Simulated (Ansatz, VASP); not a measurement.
In2Sb: VASP beside Ansatz

Contents of INCAR:

```
PREC = Accurate
ENCUT = 520
EDIFF = 1E-6
ISMEAR = 0
SIGMA = 0.1
LREAL = False
LASPH = True
NELM = 80
ALGO = Fast
ISIF = 2
LWAVE = False
LCHARG = True
GGA = PS
LELF = True
LVHAR = True
NBANDS = 40
```

File KPOINTS:

```
Automatic mesh
0
Gamma
  12 12 6
```

Contents of POSCAR:

```
In2Sb
1.0
    5.3799042018      0.0000000000      0.0000000000
   -2.6899521009      4.6591337087      0.0000000000
    0.0000000000      0.0000000000      6.7225520000
In Sb
4 2
Direct
    0.6666666667      0.3333333333      0.2500000000
    0.3333333333      0.6666666667      0.7500000000
    0.0000000000      0.0000000000      0.5000000000
    0.0000000000      0.0000000000      0.0000000000
    0.6666666667      0.3333333333      0.7500000000
    0.3333333333      0.6666666667      0.2500000000
```

Input for Ansatz:

```yaml
crystal:
  lattice:
    - [5.3799042018, 0.0, 0.0]
    - [-2.6899521009, 4.6591337087, 0.0]
    - [0.0, 0.0, 6.722552]
  atoms:
    - { symbol: In, position: [0.6666666667, 0.3333333333, 0.25] }
    - { symbol: In, position: [0.3333333333, 0.6666666667, 0.75] }
    - { symbol: In, position: [0.0, 0.0, 0.5] }
    - { symbol: In, position: [0.0, 0.0, 0.0] }
    - { symbol: Sb, position: [0.6666666667, 0.3333333333, 0.75] }
    - { symbol: Sb, position: [0.3333333333, 0.6666666667, 0.25] }
basis:
  ecutwfc: 420
kpoints:
  mp_grid: { grid: [12, 12, 6] }
hamiltonian:
  xc: pbesol
scf:
  occupations: { method: gaussian, width: 0.1 }
  mixing: { preconditioner: ldos }
  max_iter: 120
  lower_state_search: "off"
  initial_density: { chi_scale: 0, normalization: atom }
output:
  forces: true
  stress: true
  eigenvalues: true
```

Alike in both runs: task single point; functional PBEsol; k mesh 12 × 12 × 6; occupations gaussian, width 0.1 eV; no spin polarisation.

|  | VASP | Ansatz |
| --- | --- | --- |
| version | VASP 6.6.1 | Ansatz 0.2.0 |
| potentials or method | VASP PAW PBE potentials, release 64 (In_d, Sb), cutoff 520 eV | scalar-relativistic, plane waves, PAW |
| valence electrons in the cell | 62 | 82 |

```tsv
	VASP	Ansatz	Ansatz less VASP
gap on the k mesh at the Fermi level (eV)	none	none	-
pressure (GPa)	-2.6	-2.6	+0.03
traceless stress, the component that is largest in VASP (GPa)	-0.96	-0.95	+0.016
```

VASP's potentials were made for PBE, not for PBEsol. A gap of «none» marks a metal or a gap that the smearing closes. VASP's potentials hold 62 valence electrons a cell and Ansatz's 82, so a difference there can come from the potentials and not from the codes.

Spin-orbit coupling is off throughout.
